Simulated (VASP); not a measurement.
# C in VASP: a series of runs

The runs below take C through relaxation of cell and atoms, with BLYP+D3(BJ), PBEsol+D3(BJ).

Program: VASP 6.6.1. These are calculated values, not measurements. Logs are shortened: lines on timing, memory, paths and dates and some standing lists are left out, and cuts for length are marked.

### 1 The cell of the first run

The cell holds a slab with vacuum, 2 atoms: a = 2.456 Å, b = 2.456 Å, c = 8.524 Å, α = 90.00°, β = 90.00°, γ = 120.00°.

### 2 Relaxation of cell and atoms, BLYP+D3(BJ)

Input file INCAR:

```
AGGAC = 1.0 ; AGGAX = 1.0
ALDAC = 0.0 ; ALDAX = 1.0
ALGO = Normal ; EDIFF = 1E-7
EDIFFG = -0.03 ; ENCUT = 1300
GGA = B5 ; GGA_COMPAT = F
IBRION = 2 ; ISIF = 3
ISMEAR = -1 ; IVDW = 12
LASPH = T ; LCHARG = F
LREAL = F ; LWAVE = F
NELM = 120 ; NELMIN = 4
NSW = 80 ; PREC = Accurate
SIGMA = 0.1 ; VDW_A1 = 0.4298
VDW_A2 = 4.2359 ; VDW_S6 = 1.0
VDW_S8 = 2.6996
```

Input file KPOINTS:

```
k-points
0
Gamma
  13 13 4
```

Input file POSCAR:

```
C
1.0
    2.4561701600      0.0000000000      0.0000000000
   -1.2280850800      2.1271057600      0.0000000000
    0.0000000000      0.0000000000      8.5238033600
C
2
Direct
    0.3333333333      0.6666666667      0.0000000000
    0.6666666667      0.3333333333      0.0000000000
```

Potentials or basis: VASP PAW PBE potentials, release 64 (C_h).

The run is started by

```console
$ cat potpaw_PBE.64/C_h/POTCAR > POTCAR
$ mpirun -np 1 vasp_std > vasp.out
```

OUTCAR:

```text
EDIFF = 1E-7
   EDIFFG = -0.03
   ENCUT = 1300
   GGA = B5
   IBRION = 2
   ISIF = 3
   ISMEAR = -1
   IVDW = 12
   LASPH = T
   LREAL = F
   NELM = 120
   NELMIN = 4
   NSW = 80
   PREC = Accurate
 IVDW          = 12

 ion  position               nearest neighbor table
   1  0.333  0.667  0.000-   2 1.42   2 1.42   2 1.42
   2  0.667  0.333  0.000-   1 1.42   1 1.42   1 1.42

  LATTYP: Found a hexagonal cell.
 ALAT       =     2.4561701600
 C/A-ratio  =     3.4703635354

  Lattice vectors:

 A1 = (   2.4561701600,   0.0000000000,   0.0000000000)
 A2 = (  -1.2280850800,   2.1271057600,   0.0000000000)
 A3 = (   0.0000000000,   0.0000000000,   8.5238033600)

Analysis of symmetry for initial positions (statically):
=====================================================================
 Subroutine PRICEL returns:
 Original cell was already a primitive cell.

 Routine SETGRP: Setting up the symmetry group for a
 hexagonal supercell.

 Subroutine GETGRP returns: Found 24 space group operations
 (whereof 24 operations were pure point group operations)
 out of a pool of 24 trial point group operations.

The static configuration has the point symmetry D_6h.

Analysis of symmetry for dynamics (positions and initial velocities):
=====================================================================
 Subroutine PRICEL returns:
 Original cell was already a primitive cell.

 Routine SETGRP: Setting up the symmetry group for a
 hexagonal supercell.

 Subroutine GETGRP returns: Found 24 space group operations
 (whereof 24 operations were pure point group operations)
 out of a pool of 24 trial point group operations.

The dynamic configuration has the point symmetry D_6h.

 Subroutine INISYM returns: Found 24 space group operations
 (whereof 24 operations are pure point group operations),
 and found     1 'primitive' translations

----------------------------------------------------------------------------------------

                                     Primitive cell

  volume of cell :      44.5329

  direct lattice vectors                    reciprocal lattice vectors
     2.456170160  0.000000000  0.000000000     0.407137916  0.235061185  0.000000000
    -1.228085080  2.127105760  0.000000000     0.000000000  0.470122369  0.000000000
     0.000000000  0.000000000  8.523803360     0.000000000  0.000000000  0.117318521

  length of vectors
     2.456170160  2.456170165  8.523803360     0.470122370  0.470122369  0.117318521

  position of ions in fractional coordinates (direct lattice)
     0.333333333  0.666666667  0.000000000
     0.666666667  0.333333333  0.000000000

  ion indices of the primitive-cell ions
   primitive index   ion index
                 1           1
                 2           2

----------------------------------------------------------------------------------------

 KPOINTS: k-points

Automatic generation of k-mesh.
 Grid dimensions read from file:
 generate k-points for:   13   13    4

 Generating k-lattice:

  Cartesian coordinates                     Fractional coordinates (reciprocal lattice)
     0.031318301  0.018081630  0.000000000     0.076923077  0.000000000  0.000000000
     0.000000000  0.036163259  0.000000000     0.000000000  0.076923077  0.000000000
     0.000000000  0.000000000  0.029329630     0.000000000  0.000000000  0.250000000

  Length of vectors
     0.036163259  0.036163259  0.029329630

  Shift w.r.t. Gamma in fractional coordinates (k-lattice)
     0.000000000  0.000000000  0.000000000

 Subroutine IBZKPT returns following result:
 ===========================================

 Found     63 irreducible k-points:

 Following reciprocal coordinates:
            Coordinates               Weight
  0.000000  0.000000  0.000000      1.000000
  0.076923  0.000000  0.000000      6.000000
  0.153846  0.000000  0.000000      6.000000
  0.230769  0.000000  0.000000      6.000000
  0.307692  0.000000  0.000000      6.000000
  0.384615 -0.000000  0.000000      6.000000
[... 16 lines left out ...]
  0.076923  0.000000  0.250000     12.000000
  0.153846  0.000000  0.250000     12.000000
 [... further k-points ...]
   k-points           NKPTS =     63   k-points in BZ     NKDIM =     63   number of bands    NBANDS=      8
   number of dos      NEDOS =    301   number of ions     NIONS =      2
   total plane-waves  NPLWV =  90000
   dimension x,y,z NGX =    30 NGY =   30 NGZ =  100
   dimension x,y,z NGXF=    60 NGYF=   60 NGZF=  200
   ions per type =               2
   NGX,Y,Z   is equivalent  to a cutoff of  20.31, 20.31, 19.50 a.u.
   NGXF,Y,Z  is equivalent  to a cutoff of  40.61, 40.61, 39.01 a.u.
 SYSTEM =  unknown system
   PREC   = accura    normal or accurate (medium, high low for compatibility)
   ISTART =      0    job   : 0-new  1-cont  2-samecut
   ICHARG =      2    charge: 1-file 2-atom 10-const
   ISPIN  =      1    spin polarized calculation?
   LNONCOLLINEAR =      F non collinear calculations
   LSORBIT =      F    spin-orbit coupling
   LASPH  =      T    aspherical Exc in radial PAW
   ENCUT  = 1300.0 eV  95.55 Ry    9.77 a.u.   7.22  7.22 25.06*2*pi/ulx,y,z
   NELM   =    120;   NELMIN=  4; NELMDL= -5     # of ELM steps
   EDIFF  = 0.1E-06   stopping-criterion for ELM
   LREAL  =      F    real-space projection
   EDIFFG = -.3E-01   stopping-criterion for IOM
   NSW    =     80    number of steps for IOM
   IBRION =      2    ionic relax: 0-MD 1-quasi-New 2-CG
   NFREE  =      1    steps in history (QN), initial steepest desc. (CG)
   ISIF   =      3    stress and relaxation
   ISYM   =      2    0-nonsym 1-usesym 2-fastsym
   POTIM  = 0.5000    time-step for ionic-motion
   TEBEG  =    0.0;   TEEND  =   0.0 temperature during run
   PSTRESS=    0.0 pullay stress
   NELECT =       8.0000    total number of electrons
   NUPDOWN=      -1.0000    fix difference up-down
   EMIN   =  10.00;   EMAX   =-10.00  energy-range for DOS
   EFERMI =   0.00;   METHOD = LEGACY
   ISMEAR =    -1;   SIGMA  =   0.10  broadening in eV -4-tet -1-fermi 0-gaus
   EFERMI_NEDOS =   21; number of points for ismear=-14 and -15
   IALGO  =     38    algorithm
   IMIX   =      4    mixing-type and parameters
     AMIX     =   0.40;   BMIX     =  1.00
     AMIX_MAG =   1.60;   BMIX_MAG =  1.00
  volume/ion in A,a.u.               =      22.27       150.26
  Fermi-wavevector in a.u.,A,eV,Ry     =   0.923729  1.745594 11.609511  0.853275
  Thomas-Fermi vector in A             =   2.049397
   LORBIT       =      0    0 simple, 1 ext, 2 COOP (PROOUT), +10 PAW based schemes
   GGA     = B5    functional components
   LHFCALC =     F    Hartree Fock is set to
   AEXX    =    0.0000 exact exchange contribution
   IVDW    =    12    specifies the selected vdW correction
   LEPSILON=     F    determine dielectric tensor
   LRPA    =     F    only Hartree local field effects (RPA)
 conjugate gradient relaxation of ions
 non-spin polarized calculation
  energy-cutoff  :     1300.00
  volume of cell :       44.53
 maximum number of plane-waves:      4768
 NGX is ok and might be reduce to    30
   NGX = 15   NGY = 15   NGZ = 51

--------------------------------------- Ionic step        1  -------------------------------------------

 number of electron       8.0000000 magnetization

 Free energy of the ion-electron system (eV)
  ---------------------------------------------------
  ext. energy  EPLUGINS =         0.00000000
  ---------------------------------------------------
  free energy    TOTEN  =       -17.35314596 eV

  energy without entropy =      -17.35308961  energy(sigma->0) =      -17.35311779

------------------------ aborting loop because EDIFF is reached ----------------------------------------

 Edisp (eV)   -0.36902

 E8    (eV) :    -0.2284

  FORCE on cell =-STRESS in cart. coord.  units (eV):
  Direction    XX          YY          ZZ          XY          YZ          ZX
  --------------------------------------------------------------------------------------
  -------------------------------------------------------------------------------------
  Total       0.95040     0.95040    -0.03381     0.00000    -0.00000     0.00000
  in kB      34.19286    34.19286    -1.21642     0.00000    -0.00000     0.00000
  external pressure =       22.39 kB  Pullay stress =        0.00 kB
[... 61 lines left out ...]
  energy  without entropy=      -17.6926510851  energy(sigma->0) =      -17.69269328

--------------------------------------- Ionic step        3  -------------------------------------------

 number of electron       8.0000000 magnetization

 Free energy of the ion-electron system (eV)
  ---------------------------------------------------
  ext. energy  EPLUGINS =         0.00000000
  ---------------------------------------------------
  free energy    TOTEN  =       -17.36032870 eV

  energy without entropy =      -17.36026511  energy(sigma->0) =      -17.36029691

 E-fermi :  -0.1168     XC(G=0):  -4.7814

 val. band max:       -0.8748442320   @ k =   0.3077   0.3077   0.0000
 cond. band min:       0.6433146606   @ k =   0.3077   0.3077   0.5000
 fundamental gap:      1.5181588926
 Fermi energy:        -0.1168458051

 k-point     1 :       0.0000    0.0000    0.0000
  band No.  band energies     occupation
      1     -19.4752      2.00000
      2      -7.6459      2.00000
      3      -3.3076      2.00000
      4      -3.3076      2.00000
      5       2.6902      0.00000
      6       4.9961      0.00000
      7       6.7366      0.00000
      8       8.1978      0.00000
[... 243 lines left out ...]
 k-point    24 :       0.1538    0.0000    0.2500
  band No.  band energies     occupation
      1     -18.9248      2.00000
      2      -6.9881      2.00000
      3      -5.2423      2.00000
      4      -4.2662      2.00000
      5       3.6395      0.00000
      6       5.0645      0.00000
      7       8.1785      0.00000
      8       8.4491      0.00000

 [... further k-points ...]

------------------------ aborting loop because EDIFF is reached ----------------------------------------

 Edisp (eV)   -0.36802

 E8    (eV) :    -0.2279

  FORCE on cell =-STRESS in cart. coord.  units (eV):
  Direction    XX          YY          ZZ          XY          YZ          ZX
  --------------------------------------------------------------------------------------
  -------------------------------------------------------------------------------------
  Total      -0.01793    -0.01793    -0.03688     0.00000    -0.00000     0.00000
  in kB      -0.63679    -0.63679    -1.30943     0.00000    -0.00000     0.00000
  external pressure =       -0.86 kB  Pullay stress =        0.00 kB
[... 17 lines left out ...]
  FREE ENERGIE OF THE ION-ELECTRON SYSTEM (eV)
  ---------------------------------------------------
  free  energy   TOTEN  =       -17.7283472498 eV

  energy  without entropy=      -17.7282836562  energy(sigma->0) =      -17.72831545

 reached required accuracy - stopping structural energy minimisation
```

Wall time 8.1 min (1 thread of Intel Xeon Platinum 8259CL at 2.50GHz (Skylake/Cascade Lake), shared host); peak memory 0.34 GiB.

What came out:

```
Free energy                           : -17.7283 eV
Relaxed cell                          : a = 2.473 Å, b = 2.473 Å, c = 8.522 Å, α = 90.00°, β = 90.00°, γ = 120.00°
Space group after relaxing (to 0.1 Å) : P6/mmm (No. 191)
Energy gained by relaxing             : 3.1 meV/atom
Ionic steps                           : 3
Dispersion energy per atom            : -0.184 eV
```

Step by step:
```
step  energy change (eV)  largest force (eV/Å)  pressure (GPa)  volume (Å³)
   1              0.0000                0.0000            2.24        44.53
   2              0.0294                0.0000           -5.02        46.56
   3             -0.0062                0.0000           -0.09        45.12
```

Final structure:
```cif
data_structure
_symmetry_space_group_name_H-M 'P 1'
_symmetry_Int_Tables_number 1
_cell_length_a 2.4726
_cell_length_b 2.4726
_cell_length_c 8.5218
_cell_angle_alpha 90.000
_cell_angle_beta 90.000
_cell_angle_gamma 120.000
_cell_volume 45.12
loop_
_atom_site_label
_atom_site_type_symbol
_atom_site_fract_x
_atom_site_fract_y
_atom_site_fract_z
_atom_site_occupancy
C1 C 0.33333 0.66667 0.00000 1
C2 C 0.66667 0.33333 0.00000 1
```

Caveat: there is no dipole correction, which matters where the two faces differ; the relaxation moved the vacuum too, so the length across it says nothing of the material; the PAW data sets were made with another functional, which shifts forces and pressure a little.

### 3 Relaxation of cell and atoms, PBEsol+D3(BJ)

Input file INCAR:

```
SYSTEM = C
PREC = Accurate
ENCUT = 1300
EDIFF = 1E-7
ISMEAR = -1
SIGMA = 0.1
LREAL = .FALSE.
LASPH = .TRUE.
NELM = 120
ALGO = Normal
ISIF = 3
LWAVE = .FALSE.
LCHARG = .FALSE.
GGA = PS
IVDW = 12
IBRION = 2
NSW = 80
EDIFFG = -0.03
GGA_COMPAT = .FALSE.
NELMIN = 4
```

Input file KPOINTS:

```
Automatic mesh
0
G
  13 13 4
  0 0 0
```

POSCAR is that of step 2.

Potentials or basis: VASP PAW PBE potentials, release 64 (C_h).

The run is started by

```console
$ cat potpaw_PBE.64/C_h/POTCAR > POTCAR
$ mpirun -np 1 vasp_std > vasp.out
```

Wall time 2.9 min (1 thread of Intel Xeon Platinum 8259CL at 2.50GHz (Skylake/Cascade Lake), shared host); peak memory 0.33 GiB.

It converged, with:

```yaml
Free_energy: -19.4203 eV
Relaxed_cell: a = 2.459 Å, b = 2.459 Å, c = 8.522 Å, α = 90.00°, β = 90.00°, γ = 120.00°
Space_group_after_relaxing_to_0.1_Å: P6/mmm (No. 191)
Energy_gained_by_relaxing: 0.1 meV/atom
Ionic_steps: 3
Dispersion_energy_per_atom: -0.051 eV
```

The path:
```tsv
step	energy change (eV)	largest force (eV/Å)	pressure (GPa)	volume (Å³)
1	0.0000	0.0000	0.30	44.53
2	0.0007	0.0000	-0.86	44.80
3	-0.0002	0.0000	-0.05	44.61
```

Final structure:
```
C
1.0
     2.45873    0.00000    0.00000
    -1.22936    2.12932    0.00000
     0.00000    0.00000    8.52158
C
2
Direct
  0.33333 0.66667 0.00000
  0.66667 0.33333 0.00000
```

Caveat: there is no dipole correction, which matters where the two faces differ; the relaxation moved the vacuum too, so the length across it says nothing of the material; the PAW data sets were made with another functional, which shifts forces and pressure a little.
